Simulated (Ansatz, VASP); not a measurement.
**Zn in VASP and in Ansatz**

```
CELL_PARAMETERS angstrom
0.00000 2.89446 2.93799
2.89446 0.00000 2.93799
2.89446 2.89446 0.00000
ATOMIC_POSITIONS crystal
Zn 0.00000 0.00000 0.00000
Zn 0.25000 0.25000 0.25000
```

Change from the starting cell: z stretched by +1 % at fixed volume.

Alike in both runs: task single point; functional PBE; k mesh 11 × 11 × 11; occupations fermi-dirac, width 0.05 eV; no spin polarisation.

```csv
,VASP,Ansatz
version,VASP 6.6.1,Ansatz 0.2.0
potentials or method,"VASP PAW PBE potentials, release 64 (Zn), cutoff 520 eV","all-electron LAPW, scalar-relativistic"
```

```tsv
	VASP	Ansatz	Ansatz less VASP
pressure (GPa)	0.2	0.0	-0.17
traceless stress, the component that is largest in VASP (GPa)	0.12	0.12	-0.003
```

Ansatz ran all-electron here, and VASP with PAW potentials.
